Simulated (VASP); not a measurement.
# TaTlH4: single point with PBE

Crystal: TaTlH4.

```
Ta Tl H
1.0
     3.09142    0.00000    0.00000
     0.00000    3.09142    0.00000
     0.00000    0.00000    7.09782
Ta Tl H
1 1 4
Direct
  0.50000 0.50000 0.50000
  0.00000 0.00000 0.00000
  0.50000 0.00000 0.33492
  0.00000 0.50000 0.66508
  0.50000 0.00000 0.66508
  0.00000 0.50000 0.33492
```

- Program: VASP 6.6.1
- Task: single point
- Functional: PBE
- Potentials or basis: VASP PAW PBE potentials, release 64 (Ta_pv, Tl_d, H)
- Cutoff: 520 eV
- k mesh: 6 × 6 × 4
- Occupations: gaussian, width 0.1 eV
- Spin: no spin polarisation
- Dipole correction: no
- Further INCAR settings: ALGO = Normal; EDIFF = 1e-07; NBANDS = 23

The pressure is -0.2 GPa and the largest force is 0.005 eV/Å. The band gap on the k mesh is zero (band 14 reaches 5.61 eV, above the bottom of band 15 at 3.83 eV).

Forces in eV/Å, atoms in the order of the input:
```
Ta   0.000  0.000  0.000
Tl   0.000  0.000  0.000
H    0.000  0.000 -0.005
H    0.000  0.000  0.005
H    0.000  0.000  0.005
H    0.000  0.000 -0.005
```

Stress tensor (GPa, compression positive):
```
-0.08  0.00  0.00
 0.00 -0.08  0.00
 0.00  0.00 -0.30
```

Levels at points of the mesh, in eV from the Fermi level:
| k point | band 10 | band 11 | band 12 | band 13 | band 14 | band 15 | band 16 | band 17 | band 18 | band 19 |
| --- | --- | --- | --- | --- | --- | --- | --- | --- | --- | --- |
| (0.00, 0.00, 0.00) | -7.17 | -5.81 | -4.56 | -0.62 | 1.61 | 1.95 | 1.95 | 2.72 | 3.90 | 7.67 |
| (0.50, 0.00, 0.00) | -5.75 | -5.59 | -2.85 | -2.24 | -2.17 | 0.74 | 1.64 | 2.40 | 3.19 | 5.75 |
| (0.50, 0.50, 0.00) | -4.61 | -2.86 | -2.86 | -2.67 | -1.43 | 0.75 | 1.30 | 1.30 | 3.98 | 5.11 |
| (0.00, 0.00, 0.50) | -8.97 | -4.57 | -3.79 | -1.93 | 1.65 | 1.92 | 1.92 | 2.67 | 3.90 | 7.58 |
| (0.50, 0.00, 0.50) | -6.25 | -4.25 | -3.87 | -3.54 | -0.18 | -0.13 | 1.64 | 2.40 | 3.60 | 5.64 |
| (0.50, 0.50, 0.50) | -4.77 | -2.50 | -2.50 | -2.42 | -1.87 | 0.78 | 0.94 | 0.94 | 4.86 | 5.11 |

Run time: 42 s on 1 thread of Intel(R) Xeon(R) Platinum 8259CL CPU @ 2.50GHz (Skylake/Cascade Lake) (shared host), peak memory 0.2 GiB.

Caveat: spin-orbit coupling is left out, which moves the levels of the heavy elements.
